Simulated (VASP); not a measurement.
# Mo (Im-3m) in VASP: single point with PBE

Aim: the single point of Mo with PBE.

Program: VASP 6.6.1. These are calculated values, not measurements. Logs are shortened: lines on timing, memory, paths and dates and some standing lists are left out, and cuts for length are marked.

## Step 1: The cell of the first run

The structure is cubic, space group Im-3m (No. 229). The conventional cell has a = 3.161 Å, b = 3.161 Å, c = 3.161 Å, α = 90.00°, β = 90.00°, γ = 90.00°. Within 3.6 Å of Mo (site symmetry m-3m) lie 14 Mo at 2.74 to 3.16 Å.

## Step 2: Single point, PBE

INCAR

```
SYSTEM = Mo
PREC = Accurate
ENCUT = 520
EDIFF = 1E-7
ISMEAR = -1
SIGMA = 0.1
LREAL = .FALSE.
LASPH = .TRUE.
NELM = 100
ALGO = Normal
ISIF = 2
LWAVE = .FALSE.
LCHARG = .FALSE.
GGA = PE
NBANDS = 28
```

KPOINTS

```
Automatic mesh
0
G
  10 10 13
  0 0 0
```

POSCAR

```
Mo
1.0
    0.0000000000      3.1608399146     -3.1608399146
   -3.1608399146      0.0000000000      3.1608399146
    1.5804199573      1.5804199573      1.5804199573
Mo
3
Direct
    0.0000000000      0.0000000000      0.0000000000
    0.3333333330      0.6666666670      0.3333333330
    0.6666666670      0.3333333330      0.6666666670
```

Potentials or basis: VASP PAW PBE potentials, release 64 (Mo_sv).

Started as:

```sh
cat potpaw_PBE.64/Mo_sv/POTCAR > POTCAR
mpirun -np 1 vasp_std > vasp.out
```

OUTCAR:

```text
SYSTEM = Mo
   PREC = Accurate
   ENCUT = 520
   EDIFF = 1E-7
   ISMEAR = -1
   LREAL = .FALSE.
   LASPH = .TRUE.
   NELM = 100
   ISIF = 2
   GGA = PE

 ion  position               nearest neighbor table
   1  0.000  0.000  0.000-   2 2.74   3 2.74   3 2.74   2 2.74   3 2.74   2 2.74   3 3.16   2 3.16
                             3 3.16   3 3.16   2 3.16   2 3.16
   2  0.333  0.667  0.333-   1 2.74   3 2.74   3 2.74   1 2.74   1 2.74   3 2.74   3 3.16   3 3.16
                             1 3.16   1 3.16   1 3.16   3 3.16
   3  0.667  0.333  0.667-   1 2.74   2 2.74   2 2.74   1 2.74   1 2.74   2 2.74   2 3.16   2 3.16
                             1 3.16   1 3.16   1 3.16   2 3.16

  LATTYP: Found a hexagonal cell.
 ALAT       =     4.4701026757
 C/A-ratio  =     0.6123724357

  Lattice vectors:

 A1 = (   0.0000000000,   3.1608399146,  -3.1608399146)
 A2 = (  -3.1608399146,   0.0000000000,   3.1608399146)
 A3 = (   1.5804199573,   1.5804199573,   1.5804199573)

Analysis of symmetry for initial positions (statically):
=====================================================================
 Subroutine PRICEL returns following result:

  LATTYP: Found a body centered cubic cell.
 ALAT       =     3.1608399125

  Lattice vectors:

 A1 = (  -1.5804199605,   1.5804199541,  -1.5804199541)
 A2 = (  -1.5804199557,  -1.5804199557,   1.5804199557)
 A3 = (   1.5804199573,   1.5804199573,   1.5804199573)

   3 primitive cells build up your supercell.

 Routine SETGRP: Setting up the symmetry group for a
 hexagonal supercell.

 Subroutine GETGRP returns: Found 12 space group operations
 (whereof 12 operations were pure point group operations)
 out of a pool of 24 trial point group operations.

The static configuration has the point symmetry D_3d.

Analysis of symmetry for dynamics (positions and initial velocities):
=====================================================================
 Subroutine PRICEL returns following result:

  LATTYP: Found a body centered cubic cell.
 ALAT       =     3.1608399125

  Lattice vectors:

 A1 = (  -1.5804199605,   1.5804199541,  -1.5804199541)
 A2 = (  -1.5804199557,  -1.5804199557,   1.5804199557)
 A3 = (   1.5804199573,   1.5804199573,   1.5804199573)

   3 primitive cells build up your supercell.

 Routine SETGRP: Setting up the symmetry group for a
 hexagonal supercell.

 Subroutine GETGRP returns: Found 12 space group operations
 (whereof 12 operations were pure point group operations)
 out of a pool of 24 trial point group operations.

The dynamic configuration has the point symmetry D_3d.

 Subroutine INISYM returns: Found 12 space group operations
 (whereof 12 operations are pure point group operations),
 and found     3 'primitive' translations

----------------------------------------------------------------------------------------

                                     Primitive cell

  volume of cell :      15.7898

  direct lattice vectors                    reciprocal lattice vectors
    -1.580419960  1.580419954 -1.580419954    -0.316371606  0.316371606  0.000000000
    -1.580419956 -1.580419956  1.580419956    -0.316371606 -0.000000001  0.316371606
     1.580419957  1.580419957  1.580419957     0.000000000  0.316371606  0.316371606

  length of vectors
     2.737367662  2.737367661  2.737367663     0.447417016  0.447417016  0.447417016

  position of ions in fractional coordinates (direct lattice)
     0.000000000  0.000000000  0.000000000

  ion indices of the primitive-cell ions
   primitive index   ion index
                 1           1

----------------------------------------------------------------------------------------

 KPOINTS: Automatic mesh

Automatic generation of k-mesh.
 Grid dimensions read from file:
 generate k-points for:   10   10   13

 Generating k-lattice:

  Cartesian coordinates                     Fractional coordinates (reciprocal lattice)
    -0.010545720  0.021091440 -0.010545720     0.100000000  0.000000000  0.000000000
    -0.021091440  0.010545720  0.010545720     0.000000000  0.100000000  0.000000000
     0.016224185  0.016224185  0.016224185     0.000000000  0.000000000  0.076923077

  Length of vectors
     0.025831633  0.025831633  0.028101113

  Shift w.r.t. Gamma in fractional coordinates (k-lattice)
     0.000000000  0.000000000  0.000000000

 Subroutine IBZKPT returns following result:
 ===========================================

 Found    146 irreducible k-points:

 Following reciprocal coordinates:
            Coordinates               Weight
  0.000000  0.000000  0.000000      1.000000
  0.100000  0.000000  0.000000      6.000000
  0.200000  0.000000  0.000000      6.000000
  0.300000  0.000000  0.000000      6.000000
  0.400000  0.000000  0.000000      6.000000
  0.500000  0.000000  0.000000      3.000000
[... 16 lines left out ...]
  0.000000  0.400000  0.076923      6.000000
  0.500000  0.000000  0.076923      6.000000
 [... further k-points ...]
   k-points           NKPTS =    146   k-points in BZ     NKDIM =    146   number of bands    NBANDS=     28
   number of dos      NEDOS =    301   number of ions     NIONS =      3
   total plane-waves  NPLWV =  25920
   dimension x,y,z NGX =    36 NGY =   36 NGZ =   20
   dimension x,y,z NGXF=    72 NGYF=   72 NGZF=   40
   ions per type =               3
   NGX,Y,Z   is equivalent  to a cutoff of  13.39, 13.39, 12.15 a.u.
   NGXF,Y,Z  is equivalent  to a cutoff of  26.78, 26.78, 24.29 a.u.
 SYSTEM =  Mo
   PREC   = accura    normal or accurate (medium, high low for compatibility)
   ISTART =      0    job   : 0-new  1-cont  2-samecut
   ICHARG =      2    charge: 1-file 2-atom 10-const
   ISPIN  =      1    spin polarized calculation?
   LNONCOLLINEAR =      F non collinear calculations
   LSORBIT =      F    spin-orbit coupling
   LASPH  =      T    aspherical Exc in radial PAW
   ENCUT  =  520.0 eV  38.22 Ry    6.18 a.u.   8.31  8.31  5.09*2*pi/ulx,y,z
   NELM   =    100;   NELMIN=  2; NELMDL= -5     # of ELM steps
   EDIFF  = 0.1E-06   stopping-criterion for ELM
   LREAL  =      F    real-space projection
   EDIFFG = 0.1E-05   stopping-criterion for IOM
   NSW    =      0    number of steps for IOM
   IBRION =     -1    ionic relax: 0-MD 1-quasi-New 2-CG
   NFREE  =      0    steps in history (QN), initial steepest desc. (CG)
   ISIF   =      2    stress and relaxation
   ISYM   =      2    0-nonsym 1-usesym 2-fastsym
   POTIM  = 0.5000    time-step for ionic-motion
   TEBEG  =    0.0;   TEEND  =   0.0 temperature during run
   PSTRESS=    0.0 pullay stress
   NELECT =      42.0000    total number of electrons
   NUPDOWN=      -1.0000    fix difference up-down
   EMIN   =  10.00;   EMAX   =-10.00  energy-range for DOS
   EFERMI =   0.00;   METHOD = LEGACY
   ISMEAR =    -1;   SIGMA  =   0.10  broadening in eV -4-tet -1-fermi 0-gaus
   EFERMI_NEDOS =   21; number of points for ismear=-14 and -15
   IALGO  =     38    algorithm
   IMIX   =      4    mixing-type and parameters
     AMIX     =   0.40;   BMIX     =  1.00
     AMIX_MAG =   1.60;   BMIX_MAG =  1.00
  volume/ion in A,a.u.               =      15.79       106.56
  Fermi-wavevector in a.u.,A,eV,Ry     =   1.572745  2.972057 33.654380  2.473527
  Thomas-Fermi vector in A             =   2.674133
   LORBIT       =      0    0 simple, 1 ext, 2 COOP (PROOUT), +10 PAW based schemes
   GGA     = PE    functional components
   LHFCALC =     F    Hartree Fock is set to
   AEXX    =    0.0000 exact exchange contribution
   IVDW    =     0    specifies the selected vdW correction
   LEPSILON=     F    determine dielectric tensor
   LRPA    =     F    only Hartree local field effects (RPA)
 non-spin polarized calculation
  energy-cutoff  :      520.00
  volume of cell :       47.37
 maximum number of plane-waves:      1291
 NGX is ok and might be reduce to    36
   NGX = 17   NGY = 17   NGZ = 11

 number of electron      42.0000004 magnetization

 Free energy of the ion-electron system (eV)
  ---------------------------------------------------
  ext. energy  EPLUGINS =         0.00000000
  ---------------------------------------------------
  free energy    TOTEN  =       -32.84118933 eV

  energy without entropy =      -32.77597963  energy(sigma->0) =      -32.80858448

 E-fermi :  12.4623     XC(G=0): -13.3336

 val. band max:       12.4617357433   @ k =   0.0000   0.3000   0.4615
 cond. band min:      12.4649886080   @ k =  -0.1000   0.4000   0.4615
 fundamental gap:      0.0032528647
 Fermi energy:        12.4623271733

 k-point     1 :       0.0000    0.0000    0.0000
  band No.  band energies     occupation
      1     -48.8460      2.00000
      2     -48.5597      2.00000
      3     -48.5597      2.00000
      4     -23.0768      2.00000
      5     -23.0768      2.00000
      6     -23.0768      2.00000
[... 20 lines left out ...]
     27      14.5464      0.00000
     28      14.5464      0.00000

 k-point     2 :       0.1000    0.0000    0.0000
  band No.  band energies     occupation
      1     -48.8379      2.00000
      2     -48.5644      2.00000
      3     -48.5634      2.00000
      4     -23.2121      2.00000
      5     -23.1946      2.00000
      6     -22.9303      2.00000
[... 20 lines left out ...]
     27      14.8038      0.00000
     28      14.8641      0.00000

 k-point     3 :       0.2000    0.0000    0.0000
  band No.  band energies     occupation
      1     -48.8146      2.00000
      2     -48.5799      2.00000
      3     -48.5719      2.00000
      4     -23.3277      2.00000
      5     -23.2476      2.00000
      6     -22.7811      2.00000
[... 20 lines left out ...]
     27      14.8827      0.00000
     28      15.1201      0.00000

 k-point     4 :       0.3000    0.0000    0.0000
  band No.  band energies     occupation
      1     -48.7789      2.00000
      2     -48.6070      2.00000
      3     -48.5816      2.00000
      4     -23.4162      2.00000
      5     -23.2225      2.00000
      6     -22.6475      2.00000
[... 578 lines left out ...]
     27      14.8228      0.00000
     28      16.4032      0.00000

 k-point    23 :       0.0000    0.4000    0.0769
  band No.  band energies     occupation
      1     -48.7301      2.00000
      2     -48.6311      2.00000
      3     -48.5886      2.00000
      4     -23.4442      2.00000
      5     -23.0841      2.00000
      6     -22.7965      2.00000
[... 20 lines left out ...]
     27      14.7131      0.00000
     28      14.8066      0.00000

 k-point    24 :       0.5000    0.0000    0.0769
  band No.  band energies     occupation
      1     -48.6864      2.00000
      2     -48.6770      2.00000
      3     -48.5867      2.00000
      4     -23.4716      2.00000
      5     -22.9941      2.00000
      6     -22.9044      2.00000
[... 20 lines left out ...]
     27      15.0991      0.00000
     28      15.2272      0.00000

 [... further k-points ...]
[... 5 lines left out ...]
  --------------------------------------------------------------------------------------
  -------------------------------------------------------------------------------------
  Total        0.1517421      0.1517421      0.1517421     -0.0256780     -0.0256780     -0.0256780
  in kB        5.1323701      5.1323701      5.1323701     -0.8685068     -0.8685068     -0.8685068
  external PRESSURE =       5.1323701 kB  Pullay stress =       0.0000000 kB

 VOLUME and BASIS-vectors are now :
 -----------------------------------------------------------------------------
  energy-cutoff  :      520.00
  volume of cell :       47.37
      direct lattice vectors                 reciprocal lattice vectors
     0.000000000  3.160839915 -3.160839915    -0.105457202  0.210914404 -0.105457202
    -3.160839915  0.000000000  3.160839915    -0.210914404  0.105457202  0.105457202
     1.580419957  1.580419957  1.580419957     0.210914404  0.210914404  0.210914404

 POSITION                                       TOTAL-FORCE (eV/Angst)
 -----------------------------------------------------------------------------------
      0.00000      0.00000      0.00000         0.000000      0.000000     -0.000000
     -1.58042      1.58042      1.58042        -0.000000     -0.000000     -0.000000
      0.00000      3.16084     -0.00000         0.000000      0.000000      0.000000
 -----------------------------------------------------------------------------------
    total drift:                               -0.000000     -0.000000      0.000000

  FREE ENERGIE OF THE ION-ELECTRON SYSTEM (eV)
  ---------------------------------------------------
  free  energy   TOTEN  =       -32.8411893297 eV

  energy  without entropy=      -32.7759796344  energy(sigma->0) =      -32.80858448
```

Wall time 4.1 min (1 thread of AMD EPYC 7R43 (Zen 3), shared host); peak memory 0.23 GiB.

Results:

| Property | Result |
| --- | --- |
| Free energy | -32.8412 eV |
| Pressure | 0.5 GPa |
| Band gap on the k mesh | zero (bands 21 and 22 overlap by 3.26 eV) |
